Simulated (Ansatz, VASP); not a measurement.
# Two plane-wave programs on Al3FeCo2

```
CELL_PARAMETERS angstrom
-2.01941 3.49850 -0.00109
-0.00004 -0.00155 4.94331
6.05754 3.49810 -0.00116
ATOMIC_POSITIONS crystal
Al 0.00000 0.00001 0.99997
Al 0.50002 0.99995 0.50003
Al 0.00001 0.33417 0.33331
Al 0.49996 0.33422 0.83336
Al 0.49993 0.66580 0.16667
Al 0.00008 0.66579 0.66666
Fe 0.99993 0.50003 0.99999
Fe 0.50004 0.49996 0.50000
Co 0.50001 0.16566 0.16665
Co 0.99996 0.16564 0.66661
Co 0.99998 0.83438 0.33335
Co 0.50008 0.83439 0.83338
```

Change from the starting cell: cell x2, atoms moved at random (sigma 0.15 Å) and cell strained at random (1.5 %), then relaxed without symmetry.

Alike in both runs: functional PBE; k mesh 6 × 4 × 4; occupations gaussian, width 0.2 eV; no spin polarisation.

Ansatz relaxed the structure, and its values are those at the end. VASP's run is a single point on that final structure, the one shown.

|  | VASP | Ansatz |
| --- | --- | --- |
| version | VASP 6.6.1 | Ansatz 0.2.0 |
| potentials or method | VASP PAW PBE potentials, release 64 (Al, Fe, Co), cutoff 520 eV | scalar-relativistic, plane waves, PAW |
| valence electrons in the cell | 70 | 118 |

Ansatz gave:

```
gap on the k mesh at the Fermi level (eV) : none
pressure (GPa)                            : 0.1
rms of the force components (eV/Å)        : 0.004
```

Q: Estimate VASP's values.

A: gap on the k mesh at the Fermi level (eV): none; pressure (GPa): 0.1; rms of the force components (eV/Å): 0.003.

A gap of «none» marks a metal or a gap that the smearing closes. VASP's potentials hold 70 valence electrons a cell and Ansatz's 118, so a difference there can come from the potentials and not from the codes.
